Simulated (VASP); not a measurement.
Set up this calculation in VASP 6.6.1, as the native input.

```
Task                   : single point
Functional             : PBE
Dispersion             : D3(BJ)
Potentials or basis    : VASP PAW PBE potentials, release 64 (C, O)
Cutoff                 : 520 eV
k mesh                 : 8 × 7 × 1
Occupations            : gaussian, width 0.05 eV
Spin                   : no spin polarisation
Dipole correction      : yes
Further INCAR settings : ALGO = Normal; EDIFF = 1e-06; NBANDS = 37
```

The structure of C11O lies in POSCAR:

```
C11O
1.0
    3.6473242347      0.0000000000      0.0000000000
   -1.6658829406      3.9310150970      0.0000000000
    0.0000000000      0.0000000000     23.1809581692
C O
11 1
Direct
    0.5001799340      0.3333933113      0.1725554212
    0.4998200660      0.6666066887      0.1725554212
    0.5001799340      0.8333933113      0.2257231425
    0.4998200660      0.1666066887      0.2257231425
    0.5000212331      0.3353169669      0.2788716798
    0.4999787669      0.6646830331      0.2788716798
    0.5001286273      0.8366480408      0.3322552327
    0.4998713727      0.1633519592      0.3322552327
    0.4997623703      0.3544335274      0.3809574266
    0.5002376297      0.6455664726      0.3809574266
    0.9997623703      0.6044335274      0.5470420194
    0.9997623703      0.6044335274      0.4974323358
```

The input as run:

INCAR

```
SYSTEM = C11O
PREC     = Accurate       ! precision mode
ENCUT    = 520            ! plane-wave cutoff, eV
EDIFF    = 1E-6           ! SCF threshold, eV
ISMEAR   = 0              ! smearing method
SIGMA    = 0.05           ! smearing width, eV
LREAL    = .FALSE.        ! projectors in reciprocal space
LASPH    = .TRUE.         ! aspherical terms in the spheres
NELM     = 60             ! most SCF steps
ALGO     = Normal         ! electronic algorithm
ISIF     = 2              ! what is computed and relaxed
LWAVE    = .FALSE.        ! write WAVECAR
LCHARG   = .FALSE.        ! write CHGCAR
LDIPOL   = .TRUE.       
IDIPOL   = 3            
DIPOL    = 0.5 0.5 0.319
GGA      = PE             ! functional
IVDW     = 12             ! dispersion correction
NBANDS   = 37             ! bands
```

KPOINTS

```
regular mesh
0
G
  8 7 1
  0 0 0
```

Potentials or basis: VASP PAW PBE potentials, release 64 (C, O).

The run is started by

```sh
$ cat potpaw_PBE.64/C/POTCAR potpaw_PBE.64/O/POTCAR > POTCAR
$ mpirun -np 1 vasp_std > vasp.out
```

It gave:

| Item | Value |
| --- | --- |
| Largest force | 6.778 eV/Å |
| Band gap on the k mesh | zero (bands 25 and 26 overlap by 0.74 eV) |
| Dispersion energy per atom | -0.108 eV |

Wall time 4.7 min on 1 thread of Intel(R) Xeon(R) 6975P-C (Granite Rapids), with other jobs on the host, peak memory 0.54 GiB.
